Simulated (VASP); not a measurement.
Set up this calculation in VASP 6.6.1, as the native input.

```
Task                   : single point
Functional             : PBE
Potentials or basis    : VASP PAW PBE potentials, release 64 (Mg)
Cutoff                 : 520 eV
k mesh                 : 16 × 16 × 16
Occupations            : gaussian, width 0.1 eV
Spin                   : no spin polarisation
Dipole correction      : no
Further INCAR settings : ALGO = Fast; EDIFF = 1e-06; NBANDS = 7
```

The structure of Mg lies in POSCAR:

```
Mg
1.0
    0.0000000000      2.1693876198      2.1693876198
    2.1693876198      0.0000000000      2.1693876198
    2.1693876198      2.1693876198      0.0000000000
Mg
1
Direct
    0.0000000000      0.0000000000      0.0000000000
```

This cell differs from its parent crystal: strained.

These files were run (other wordings do the same):

INCAR

```
ALGO = Fast ; EDIFF = 1E-6
ENCUT = 520 ; GGA = PE
ISIF = 2 ; ISMEAR = 0
LASPH = T ; LCHARG = T
LELF = T ; LREAL = F
LVHAR = T ; LWAVE = F
NBANDS = 7 ; NELM = 100
PREC = Accurate ; SIGMA = 0.1
```

KPOINTS

```
k-points
0
Gamma
  16 16 16
```

Potentials or basis: VASP PAW PBE potentials, release 64 (Mg).

Launch:

```bash
$ cat potpaw_PBE.64/Mg/POTCAR > POTCAR
$ mpirun -np 1 vasp_std > vasp.out
```

It gave:

```json
{"Pressure": "5.5 GPa", "Band gap on the k mesh": "zero (band 1 reaches 4.78 eV, above the bottom of band 2 at 1.98 eV)"}
```

Caveat: the cell differs from its parent crystal (strained).

Run time: 4.6 s on 1 thread of Intel(R) Xeon(R) 6975P-C (Granite Rapids), on a shared host, peak memory 0.15 GiB.
